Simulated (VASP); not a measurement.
# Al (Fm-3m) in VASP: notebook

Al is run at these levels: r2SCAN+rVV10; tasks: single point.

Program: VASP 6.6.1. These are calculated values, not measurements. Logs are shortened: lines on timing, memory, paths and dates and some standing lists are left out, and cuts for length are marked.

### Step 1. The cell of the first run

Symmetry: Fm-3m, No. 225, cubic system. The conventional cell has a = 4.050 Å, b = 4.050 Å, c = 4.050 Å, α = 90.00°, β = 90.00°, γ = 90.00°. Within 3.8 Å of Al (site symmetry m-3m) lie 12 Al at 2.86 Å.

### Step 2. Single point, r2SCAN+rVV10

Input file POSCAR:

```
Al
1.0
    0.0000000000      2.0248050000      2.0248050000
    2.0248050000      0.0000000000      2.0248050000
    2.0248050000      2.0248050000      0.0000000000
Al
1
Direct
    0.0000000000      0.0000000000      0.0000000000
```

Input file INCAR.step1:

```
  PREC = Accurate
  ENCUT = 520
  ISMEAR = 0
  SIGMA = 0.1
  LREAL = False
  LASPH = True
  NELM = 100
  NBANDS = 8
  GGA = PE
  ALGO = Normal
  EDIFF = 1E-4
  LWAVE = True
  LCHARG = False
```

Input file INCAR.step2:

```
  PREC = Accurate
  ENCUT = 520
  EDIFF = 1E-6
  ISMEAR = 0
  SIGMA = 0.1
  LREAL = False
  LASPH = True
  NELM = 100
  ALGO = Normal
  ISIF = 2
  LWAVE = False
  LCHARG = True
  METAGGA = R2SCAN
  LMIXTAU = True
  LUSE_VDW = True
  IVDW_NL = 2
  BPARAM = 11.95
  CPARAM = 0.0093
  LELF = True
  LVHAR = True
  NBANDS = 8
  ISTART = 1
```

Input file KPOINTS:

```
regular mesh
0
Gamma
  8 8 8
```

Potentials or basis: VASP PAW PBE potentials, release 64 (Al).

Command:

```bash
$ cat potpaw_PBE.64/Al/POTCAR > POTCAR
$ cp INCAR.step1 INCAR
$ mpirun -np 1 vasp_std > vasp.out
$ cp INCAR.step2 INCAR
$ mpirun -np 1 vasp_std > vasp.out
```

OUTCAR:

```text
PREC = Accurate
   ENCUT = 520
   EDIFF = 1E-6
   ISMEAR = 0
   LREAL = False
   LASPH = True
   NELM = 100
   ISIF = 2
   METAGGA = R2SCAN
   IVDW_NL = 2
   BPARAM = 11.95
   ISTART = 1

 ion  position               nearest neighbor table
   1  0.000  0.000  0.000-

  LATTYP: Found a face centered cubic cell.
 ALAT       =     4.0496100000

  Lattice vectors:

 A1 = (   0.0000000000,   2.0248050000,   2.0248050000)
 A2 = (   2.0248050000,   0.0000000000,   2.0248050000)
 A3 = (   2.0248050000,   2.0248050000,   0.0000000000)

Analysis of symmetry for initial positions (statically):
=====================================================================
 Subroutine PRICEL returns:
 Original cell was already a primitive cell.

 Routine SETGRP: Setting up the symmetry group for a
 face centered cubic supercell.

 Subroutine GETGRP returns: Found 48 space group operations
 (whereof 48 operations were pure point group operations)
 out of a pool of 48 trial point group operations.

The static configuration has the point symmetry O_h .

Analysis of symmetry for dynamics (positions and initial velocities):
=====================================================================
 Subroutine PRICEL returns:
 Original cell was already a primitive cell.

 Routine SETGRP: Setting up the symmetry group for a
 face centered cubic supercell.

 Subroutine GETGRP returns: Found 48 space group operations
 (whereof 48 operations were pure point group operations)
 out of a pool of 48 trial point group operations.

The dynamic configuration has the point symmetry O_h .

 Subroutine INISYM returns: Found 48 space group operations
 (whereof 48 operations are pure point group operations),
 and found     1 'primitive' translations

----------------------------------------------------------------------------------------

                                     Primitive cell

  volume of cell :      16.6027

  direct lattice vectors                    reciprocal lattice vectors
     0.000000000  2.024805000  2.024805000    -0.246937359  0.246937359  0.246937359
     2.024805000  0.000000000  2.024805000     0.246937359 -0.246937359  0.246937359
     2.024805000  2.024805000  0.000000000     0.246937359  0.246937359 -0.246937359

  length of vectors
     2.863506692  2.863506692  2.863506692     0.427708053  0.427708053  0.427708053

  position of ions in fractional coordinates (direct lattice)
     0.000000000  0.000000000  0.000000000

  ion indices of the primitive-cell ions
   primitive index   ion index
                 1           1

----------------------------------------------------------------------------------------

 KPOINTS: regular mesh

Automatic generation of k-mesh.
 Grid dimensions read from file:
 generate k-points for:    8    8    8

 Generating k-lattice:

  Cartesian coordinates                     Fractional coordinates (reciprocal lattice)
    -0.030867170  0.030867170  0.030867170     0.125000000  0.000000000  0.000000000
     0.030867170 -0.030867170  0.030867170     0.000000000  0.125000000  0.000000000
     0.030867170  0.030867170 -0.030867170     0.000000000  0.000000000  0.125000000

  Length of vectors
     0.053463507  0.053463507  0.053463507

  Shift w.r.t. Gamma in fractional coordinates (k-lattice)
     0.000000000  0.000000000  0.000000000

 Subroutine IBZKPT returns following result:
 ===========================================

 Found     29 irreducible k-points:

 Following reciprocal coordinates:
            Coordinates               Weight
  0.000000  0.000000  0.000000      1.000000
  0.125000  0.000000  0.000000      8.000000
  0.250000  0.000000  0.000000      8.000000
  0.375000  0.000000  0.000000      8.000000
  0.500000  0.000000  0.000000      4.000000
  0.125000  0.125000  0.000000      6.000000
[... 16 lines left out ...]
  0.500000  0.250000  0.125000     48.000000
 -0.375000  0.250000  0.125000     24.000000
 [... further k-points ...]
   k-points           NKPTS =     29   k-points in BZ     NKDIM =     29   number of bands    NBANDS=      8
   number of dos      NEDOS =    301   number of ions     NIONS =      1
   total plane-waves  NPLWV =  13824
   dimension x,y,z NGX =    24 NGY =   24 NGZ =   24
   dimension x,y,z NGXF=    48 NGYF=   48 NGZF=   48
   ions per type =               1
   NGX,Y,Z   is equivalent  to a cutoff of  13.93, 13.93, 13.93 a.u.
   NGXF,Y,Z  is equivalent  to a cutoff of  27.87, 27.87, 27.87 a.u.
 SYSTEM =  unknown system
   PREC   = accura    normal or accurate (medium, high low for compatibility)
   ISTART =      1    job   : 0-new  1-cont  2-samecut
   ICHARG =      0    charge: 1-file 2-atom 10-const
   ISPIN  =      1    spin polarized calculation?
   LNONCOLLINEAR =      F non collinear calculations
   LSORBIT =      F    spin-orbit coupling
   LASPH  =      T    aspherical Exc in radial PAW
   ENCUT  =  520.0 eV  38.22 Ry    6.18 a.u.   5.32  5.32  5.32*2*pi/ulx,y,z
   NELM   =    100;   NELMIN=  2; NELMDL=  0     # of ELM steps
   EDIFF  = 0.1E-05   stopping-criterion for ELM
   LREAL  =      F    real-space projection
   EDIFFG = 0.1E-04   stopping-criterion for IOM
   NSW    =      0    number of steps for IOM
   IBRION =     -1    ionic relax: 0-MD 1-quasi-New 2-CG
   NFREE  =      0    steps in history (QN), initial steepest desc. (CG)
   ISIF   =      2    stress and relaxation
   ISYM   =      2    0-nonsym 1-usesym 2-fastsym
   POTIM  = 0.5000    time-step for ionic-motion
   TEBEG  =    0.0;   TEEND  =   0.0 temperature during run
   PSTRESS=    0.0 pullay stress
   NELECT =       3.0000    total number of electrons
   NUPDOWN=      -1.0000    fix difference up-down
   EMIN   =  10.00;   EMAX   =-10.00  energy-range for DOS
   EFERMI =   0.00;   METHOD = LEGACY
   ISMEAR =     0;   SIGMA  =   0.10  broadening in eV -4-tet -1-fermi 0-gaus
   EFERMI_NEDOS =   21; number of points for ismear=-14 and -15
   IALGO  =     38    algorithm
   IMIX   =      4    mixing-type and parameters
     AMIX     =   0.40;   BMIX     =  1.00
     AMIX_MAG =   1.60;   BMIX_MAG =  1.00
  volume/ion in A,a.u.               =      16.60       112.04
  Fermi-wavevector in a.u.,A,eV,Ry     =   0.925526  1.748991 11.654733  0.856599
  Thomas-Fermi vector in A             =   2.051390
   LORBIT       =      0    0 simple, 1 ext, 2 COOP (PROOUT), +10 PAW based schemes
   METAGGA = R2SCAN    functional components
   LHFCALC =     F    Hartree Fock is set to
   AEXX    =    0.0000 exact exchange contribution
   IVDW_NL    =     2    kernel type
   BPARAM     =11.9500
   IVDW    =     0    specifies the selected vdW correction
   LEPSILON=     F    determine dielectric tensor
   LRPA    =     F    only Hartree local field effects (RPA)
 non-spin polarized calculation
 Gauss-broadening in eV      SIGMA  =   0.10
  energy-cutoff  :      520.00
  volume of cell :       16.60
 maximum number of plane-waves:       459
 NGX is ok and might be reduce to    24
   NGX = 11   NGY = 11   NGZ = 11

 number of electron       3.0000000 magnetization

 Free energy of the ion-electron system (eV)
  ---------------------------------------------------
  ext. energy  EPLUGINS =         0.00000000
  ---------------------------------------------------
  free energy    TOTEN  =        -6.65559048 eV

  energy without entropy =       -6.65281847  energy(sigma->0) =       -6.65420448

 E-fermi :   7.9884     XC(G=0): -10.8886

 val. band max:        7.6623618955   @ k =  -0.3750   0.3750   0.0000
 cond. band min:       7.9946940189   @ k =  -0.2500   0.5000   0.2500
 fundamental gap:      0.3323321234
 Fermi energy:         7.9883743940

 k-point     1 :       0.0000    0.0000    0.0000
  band No.  band energies     occupation
      1      -3.8496      2.00000
      2      21.2324      0.00000
      3      21.2324      0.00000
      4      21.2325      0.00000
      5      23.0761      0.00000
      6      23.0761      0.00000
      7      23.0761      0.00000
      8      25.2667      0.00000

 k-point     2 :       0.1250    0.0000    0.0000
  band No.  band energies     occupation
      1      -3.4002      2.00000
      2      16.7477      0.00000
      3      20.3136      0.00000
      4      20.3136      0.00000
      5      23.5978      0.00000
      6      24.6482      0.00000
      7      24.6482      0.00000
      8      26.6004      0.00000

 k-point     3 :       0.2500    0.0000    0.0000
  band No.  band energies     occupation
      1      -2.0602      2.00000
      2      11.5913      0.00000
      3      19.5252      0.00000
      4      19.5252      0.00000
      5      23.1984      0.00000
      6      23.6116      0.00000
      7      23.6116      0.00000
      8      27.8633      0.00000

 k-point     4 :       0.3750    0.0000    0.0000
  band No.  band energies     occupation
      1       0.1457      2.00000
      2       7.0351      2.00000
      3      19.4324      0.00000
      4      19.4324      0.00000
      5      21.5003      0.00000
      6      21.5003      0.00000
      7      23.2604      0.00000
      8      25.6895      0.00000

 k-point     5 :       0.5000    0.0000    0.0000
  band No.  band energies     occupation
      1       2.9731      2.00000
      2       3.4186      2.00000
      3      19.9935      0.00000
      4      19.9935      0.00000
      5      20.1880      0.00000
      6      20.1881      0.00000
      7      23.8772      0.00000
      8      24.3150      0.00000
[... 177 lines left out ...]
 k-point    22 :       0.3750    0.2500    0.1250
  band No.  band energies     occupation
      1      -0.8798      2.00000
      2      11.9847      0.00000
      3      13.5753      0.00000
      4      17.2937      0.00000
      5      20.7711      0.00000
      6      22.8457      0.00000
      7      25.9211      0.00000
      8      29.4535      0.00000

 k-point    23 :       0.5000    0.2500    0.1250
  band No.  band energies     occupation
      1       1.3062      2.00000
      2       8.0842      0.17557
      3      12.8145      0.00000
      4      15.0491      0.00000
      5      21.4995      0.00000
      6      23.7312      0.00000
      7      26.0151      0.00000
      8      30.1827      0.00000

 k-point    24 :      -0.3750    0.2500    0.1250
  band No.  band energies     occupation
      1       4.0892      2.00000
      2       4.5590      2.00000
      3      13.1470      0.00000
      4      13.8670      0.00000
      5      22.1058      0.00000
      6      22.4886      0.00000
      7      29.5351      0.00000
      8      29.7976      0.00000

 [... further k-points ...]

------------------------ aborting loop because EDIFF is reached ----------------------------------------

  FORCE on cell =-STRESS in cart. coord.  units (eV):
  Direction    XX          YY          ZZ          XY          YZ          ZX
  --------------------------------------------------------------------------------------
  -------------------------------------------------------------------------------------
  Total       -0.3940794     -0.3940794     -0.3940794     -0.0000000      0.0000000     -0.0000000
  in kB      -38.0289813    -38.0289813    -38.0289813     -0.0000000      0.0000000     -0.0000000
  external PRESSURE =     -38.0289813 kB  Pullay stress =       0.0000000 kB

 VOLUME and BASIS-vectors are now :
 -----------------------------------------------------------------------------
  energy-cutoff  :      520.00
  volume of cell :       16.60
      direct lattice vectors                 reciprocal lattice vectors
     0.000000000  2.024805000  2.024805000    -0.246937359  0.246937359  0.246937359
     2.024805000  0.000000000  2.024805000     0.246937359 -0.246937359  0.246937359
     2.024805000  2.024805000  0.000000000     0.246937359  0.246937359 -0.246937359

 POSITION                                       TOTAL-FORCE (eV/Angst)
 -----------------------------------------------------------------------------------
      0.00000      0.00000      0.00000         0.000000      0.000000      0.000000
 -----------------------------------------------------------------------------------
    total drift:                                0.000000     -0.000000     -0.000000

  FREE ENERGIE OF THE ION-ELECTRON SYSTEM (eV)
  ---------------------------------------------------
  free  energy   TOTEN  =        -6.6555904760 eV

  energy  without entropy=       -6.6528184741  energy(sigma->0) =       -6.65420448
```

It took 29 s on 1 thread of AMD EPYC 7R43 (Zen 3), shared host; peak memory 0.16 GiB.

Results:

| Quantity | Value |
| --- | --- |
| Free energy | -6.6556 eV |
| Pressure | -3.8 GPa |

Levels at points of the mesh, in eV from the Fermi level:
```
           k point  band 1  band 2  band 3  band 4
(0.00, 0.00, 0.00)  -11.84   13.24   13.24   13.24
(0.50, 0.00, 0.00)   -5.02   -4.57   12.01   12.01
(0.50, 0.50, 0.00)   -3.19   -1.69    5.42    5.92
```

Caveat: the PAW data sets were made with another functional, which shifts forces and pressure a little.

### Step 3. Single point, r2SCAN+rVV10

This run uses another cell than the first one, of 15.83 Å³/atom, 0.954 times its volume.

Input file POSCAR:

```
Al
1.0
    0.0000000000      1.9930512868      1.9930512868
    1.9930512868      0.0000000000      1.9930512868
    1.9930512868      1.9930512868      0.0000000000
Al
1
Direct
    0.0000000000      0.0000000000      0.0000000000
```

Input file INCAR.step1:

```
SYSTEM = Al
  PREC = Accurate
  ENCUT = 520
  ISMEAR = 0
  SIGMA = 0.1
  LREAL = .False.
  LASPH = .True.
  NELM = 80
  NBANDS = 8
  GGA = PE
  ALGO = Normal
  EDIFF = 1E-4
  LWAVE = .True.
  LCHARG = .False.
```

Input file INCAR.step2:

```
SYSTEM = Al
  PREC = Accurate
  ENCUT = 520
  EDIFF = 1E-6
  ISMEAR = 0
  SIGMA = 0.1
  LREAL = .False.
  LASPH = .True.
  NELM = 80
  ALGO = Normal
  ISIF = 2
  LWAVE = .False.
  LCHARG = .True.
  METAGGA = R2SCAN
  LMIXTAU = .True.
  LUSE_VDW = .True.
  IVDW_NL = 2
  BPARAM = 11.95
  CPARAM = 0.0093
  LELF = .True.
  LVHAR = .True.
  NBANDS = 8
  ISTART = 1
```

Input file KPOINTS:

```
Automatic mesh
0
Gamma
  18 18 18
  0 0 0
```

Potentials or basis: VASP PAW PBE potentials, release 64 (Al).

Command:

```bash
$ cat potpaw_PBE.64/Al/POTCAR > POTCAR
$ cp INCAR.step1 INCAR
$ mpirun -np 1 vasp_std > vasp.out
$ cp INCAR.step2 INCAR
$ mpirun -np 1 vasp_std > vasp.out
```

Wall time 2.1 min (1 thread of AMD EPYC 7R43 (Zen 3), shared host); peak memory 0.19 GiB.

It converged, with:

- Free energy: -6.6712 eV
- Pressure: -0.2 GPa

Levels at points of the mesh, in eV from the Fermi level:
```csv
k point,band 1,band 2,band 3,band 4,band 5
"(0.00, 0.00, 0.00)",-12.14,13.55,13.55,13.55,15.79
"(0.50, 0.00, 0.00)",-5.17,-4.59,12.27,12.27,12.78
"(0.50, 0.50, 0.00)",-3.26,-1.68,5.47,6.20,6.20
```

Caveat: the PAW data sets were made with another functional, which shifts forces and pressure a little.
